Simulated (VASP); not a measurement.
# CdSe (Fm-3m) in VASP: a series of runs, part 2 of 2

VASP 6.6.1. The steps go on from the part before.

**3. Single point, PBE (21.48 Å³/atom)**

This run uses another cell than the first one, of 21.48 Å³/atom.

The input, INCAR:

```
SYSTEM = CdSe
PREC = Accurate
ENCUT = 520
EDIFF = 1E-7
ISMEAR = 0
SIGMA = 0.1
LREAL = .False.
LASPH = .True.
NELM = 60
ALGO = Normal
ISIF = 2
LWAVE = .False.
LCHARG = .True.
GGA = PE
LELF = .True.
LVHAR = .True.
NBANDS = 16
```

The input, KPOINTS:

```
regular mesh
0
Gamma
  12 12 12
  0 0 0
```

The input, POSCAR:

```
CdSe
1.0
    0.0000000000      2.7798141626      2.7798141626
    2.7798141626      0.0000000000      2.7798141626
    2.7798141626      2.7798141626      0.0000000000
Cd Se
1 1
Direct
    0.0000000000      0.0000000000      0.0000000000
    0.5000000000      0.5000000000      0.5000000000
```

Potentials or basis: VASP PAW PBE potentials, release 64 (Cd, Se).

The run is started by

```bash
cat potpaw_PBE.64/Cd/POTCAR potpaw_PBE.64/Se/POTCAR > POTCAR
mpirun -np 1 vasp_std > vasp.out
```

OUTCAR:

```text
SYSTEM = CdSe
   PREC = Accurate
   ENCUT = 520
   EDIFF = 1E-7
   ISMEAR = 0
   LREAL = .False.
   LASPH = .True.
   NELM = 60
   ISIF = 2
   GGA = PE

 ion  position               nearest neighbor table
   1  0.000  0.000  0.000-   2 2.78   2 2.78   2 2.78   2 2.78   2 2.78   2 2.78
   2  0.500  0.500  0.500-   1 2.78   1 2.78   1 2.78   1 2.78   1 2.78   1 2.78

  LATTYP: Found a face centered cubic cell.
 ALAT       =     5.5596283252

  Lattice vectors:

 A1 = (   0.0000000000,   2.7798141626,   2.7798141626)
 A2 = (   2.7798141626,   0.0000000000,   2.7798141626)
 A3 = (   2.7798141626,   2.7798141626,   0.0000000000)

Analysis of symmetry for initial positions (statically):
=====================================================================
 Subroutine PRICEL returns:
 Original cell was already a primitive cell.

 Routine SETGRP: Setting up the symmetry group for a
 face centered cubic supercell.

 Subroutine GETGRP returns: Found 48 space group operations
 (whereof 48 operations were pure point group operations)
 out of a pool of 48 trial point group operations.

The static configuration has the point symmetry O_h .

Analysis of symmetry for dynamics (positions and initial velocities):
=====================================================================
 Subroutine PRICEL returns:
 Original cell was already a primitive cell.

 Routine SETGRP: Setting up the symmetry group for a
 face centered cubic supercell.

 Subroutine GETGRP returns: Found 48 space group operations
 (whereof 48 operations were pure point group operations)
 out of a pool of 48 trial point group operations.

The dynamic configuration has the point symmetry O_h .

 Subroutine INISYM returns: Found 48 space group operations
 (whereof 48 operations are pure point group operations),
 and found     1 'primitive' translations

----------------------------------------------------------------------------------------

                                     Primitive cell

  volume of cell :      42.9613

  direct lattice vectors                    reciprocal lattice vectors
[... 109 lines left out ...]
  Fermi-wavevector in a.u.,A,eV,Ry     =   1.225011  2.314935 20.417601  1.500651
  Thomas-Fermi vector in A             =   2.360064
   LORBIT       =      0    0 simple, 1 ext, 2 COOP (PROOUT), +10 PAW based schemes
   GGA     = PE    functional components
   LHFCALC =     F    Hartree Fock is set to
   AEXX    =    0.0000 exact exchange contribution
   IVDW    =     0    specifies the selected vdW correction
   LEPSILON=     F    determine dielectric tensor
   LRPA    =     F    only Hartree local field effects (RPA)
 non-spin polarized calculation
 Gauss-broadening in eV      SIGMA  =   0.10
  energy-cutoff  :      520.00
  volume of cell :       42.96
 maximum number of plane-waves:      1185
 NGX is ok and might be reduce to    30
   NGX = 15   NGY = 15   NGZ = 15

 number of electron      18.0000000 magnetization

 Free energy of the ion-electron system (eV)
  ---------------------------------------------------
  ext. energy  EPLUGINS =         0.00000000
  ---------------------------------------------------
  free energy    TOTEN  =        -5.10727916 eV

  energy without entropy =       -5.10417247  energy(sigma->0) =       -5.10572582

 E-fermi :   3.2241     XC(G=0): -10.4864

 val. band max:        3.1897217603   @ k =  -0.2500   0.1667   0.0000
 cond. band min:       3.2271623757   @ k =   0.5000   0.4167   0.0000
 fundamental gap:      0.0374406153
 Fermi energy:         3.2241448389

 k-point     1 :       0.0000    0.0000    0.0000
  band No.  band energies     occupation
      1     -10.3519      2.00000
      2      -4.9421      2.00000
      3      -4.9421      2.00000
      4      -4.9229      2.00000
      5      -4.9229      2.00000
      6      -4.9229      2.00000
[... 433 lines left out ...]
      3      -5.1255      2.00000
      4      -5.0204      2.00000
      5      -4.7413      2.00000
      6      -4.7033      2.00000
[... 8 lines left out ...]
     15      15.3786      0.00000
     16      15.9905      0.00000

 [... further k-points ...]

------------------------ aborting loop because EDIFF is reached ----------------------------------------

  FORCE on cell =-STRESS in cart. coord.  units (eV):
  Direction    XX          YY          ZZ          XY          YZ          ZX
  --------------------------------------------------------------------------------------
  -------------------------------------------------------------------------------------
  Total        2.0442591      2.0442591      2.0442591      0.0000000      0.0000000     -0.0000000
  in kB       76.2376022     76.2376022     76.2376022      0.0000000      0.0000000     -0.0000000
  external PRESSURE =      76.2376022 kB  Pullay stress =       0.0000000 kB

 VOLUME and BASIS-vectors are now :
 -----------------------------------------------------------------------------
  energy-cutoff  :      520.00
  volume of cell :       42.96
      direct lattice vectors                 reciprocal lattice vectors
     0.000000000  2.779814163  2.779814163    -0.179868139  0.179868139  0.179868139
     2.779814163  0.000000000  2.779814163     0.179868139 -0.179868139  0.179868139
     2.779814163  2.779814163  0.000000000     0.179868139  0.179868139 -0.179868139

 POSITION                                       TOTAL-FORCE (eV/Angst)
 -----------------------------------------------------------------------------------
      0.00000      0.00000      0.00000         0.000000     -0.000000      0.000000
      2.77981      2.77981      2.77981        -0.000000      0.000000     -0.000000
 -----------------------------------------------------------------------------------
    total drift:                               -0.000000      0.000000      0.000000

  FREE ENERGIE OF THE ION-ELECTRON SYSTEM (eV)
  ---------------------------------------------------
  free  energy   TOTEN  =        -5.1072791626 eV

  energy  without entropy=       -5.1041724690  energy(sigma->0) =       -5.10572582
```

OSZICAR:

```text
N       E                     dE             d eps       ncg     rms          rms(c)
DAV:   1     0.110248066443E+03    0.11025E+03   -0.92704E+03  2376   0.106E+03
DAV:   2    -0.178458022790E+01   -0.11203E+03   -0.10503E+03  2816   0.256E+02
DAV:   3    -0.550357833616E+01   -0.37190E+01   -0.37132E+01  2736   0.488E+01
DAV:   4    -0.551437197973E+01   -0.10794E-01   -0.10793E-01  2920   0.265E+00
DAV:   5    -0.551441576176E+01   -0.43782E-04   -0.43782E-04  2800   0.148E-01    0.669E+00
DAV:   6    -0.513405909793E+01    0.38036E+00   -0.55027E-01  3128   0.960E+00    0.548E+00
DAV:   7    -0.510758722888E+01    0.26472E-01   -0.13952E-01  2800   0.266E+00    0.242E+00
DAV:   8    -0.510741938456E+01    0.16784E-03   -0.16350E-02  2600   0.162E+00    0.313E-01
DAV:   9    -0.510728858026E+01    0.13080E-03   -0.17808E-03  2776   0.598E-01    0.455E-02
DAV:  10    -0.510726725471E+01    0.21326E-04   -0.23502E-04  2896   0.194E-01    0.286E-02
DAV:  11    -0.510728187171E+01   -0.14617E-04   -0.36662E-05  2712   0.556E-02    0.962E-03
DAV:  12    -0.510727942948E+01    0.24422E-05   -0.87711E-06  2824   0.347E-02    0.414E-03
DAV:  13    -0.510727896214E+01    0.46734E-06   -0.91522E-07  2672   0.908E-03    0.307E-03
DAV:  14    -0.510727913721E+01   -0.17507E-06   -0.66486E-08  1648   0.260E-03    0.604E-04
DAV:  15    -0.510727916262E+01   -0.25411E-07   -0.99519E-09  1320   0.929E-04
   1 F= -.51072792E+01 E0= -.51057258E+01  d E =-.310669E-02
```

It took 78 s on 1 thread of Intel Xeon 8259CL, shared host; peak memory 0.2 GiB.

What came out:

```
Free energy            : -5.1073 eV
Pressure               : 7.6 GPa
Band gap on the k mesh : zero (bands 9 and 10 overlap by 0.47 eV)
```

Levels at points of the mesh, in eV from the Fermi level:
| k point | band 6 | band 7 | band 8 | band 9 | band 10 | band 11 | band 12 | band 13 |
| --- | --- | --- | --- | --- | --- | --- | --- | --- |
| (0.00, 0.00, 0.00) | -8.15 | -0.80 | -0.80 | -0.80 | 0.47 | 8.69 | 8.69 | 8.69 |
| (0.50, 0.00, 0.00) | -7.96 | -5.46 | -0.06 | -0.06 | 2.93 | 5.21 | 5.21 | 6.68 |
| (0.50, 0.50, 0.00) | -7.24 | -4.77 | -2.46 | -2.46 | -0.50 | 5.30 | 10.41 | 11.01 |

Caveat: the cell stands under pressure; semilocal functionals underestimate gaps, so a narrow gap can read as zero.
